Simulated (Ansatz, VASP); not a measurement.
# Al: VASP beside Ansatz

INCAR

```
SYSTEM = Al
PREC = Accurate
ENCUT = 500
EDIFF = 1E-6
ISMEAR = -1
SIGMA = 0.05
LREAL = .FALSE.
LASPH = .TRUE.
NELM = 120
ALGO = Normal
ISIF = 2
LWAVE = .FALSE.
LCHARG = .FALSE.
GGA = PS
NBANDS = 8
GGA_COMPAT = .FALSE.
```

KPOINTS

```
Automatic mesh
0
G
  18 18 18
  0 0 0
```

Contents of POSCAR:

```
Al
1.0
    0.0000000000      1.7840281412      1.7840281412
    1.7840281412      0.0000000000      1.7840281412
    1.7840281412      1.7840281412      0.0000000000
Al
1
Direct
    0.0000000000      0.0000000000      0.0000000000
```

Input for Ansatz:

```yaml
crystal:
  lattice:
    - [0.0, 1.7840281412, 1.7840281412]
    - [1.7840281412, 0.0, 1.7840281412]
    - [1.7840281412, 1.7840281412, 0.0]
  atoms:
    - { symbol: Al, position: [0.0, 0.0, 0.0] }
kpoints:
  mp_grid: { grid: [18, 18, 18] }
scf:
  occupations: { method: fermi_dirac, width: 0.05 }
hamiltonian:
  xc: pbesol
  pseudopotentials: { kind: paw }
output:
  forces: true
  stress: true
  eigenvalues: true
```

Change from the starting cell: volume scaled by 0.702, to set the pressure.

Alike in both runs: task single point; functional PBEsol; k mesh 18 × 18 × 18; occupations fermi-dirac, width 0.05 eV; no spin polarisation.

```csv
,VASP,Ansatz
version,VASP 6.6.1,Ansatz 0.2.0
potentials or method,"VASP PAW PBE potentials, release 64 (Al)","PAW with Ansatz's default frozen-core files, scalar-relativistic"
plane-wave cutoff (eV),500,420
valence electrons in the cell,3,3
```

```csv
,VASP,Ansatz,Ansatz less VASP
pressure (GPa),63.2,62.8,-0.40
```

VASP's potentials were made for PBE, not for PBEsol. Both programs put the cell under a high pressure, so it lies far from rest at this level. The functional is the same, so the differences come from potentials, cutoffs and numerics.

Noted on VASP's run: the cell as given lies far from equilibrium.
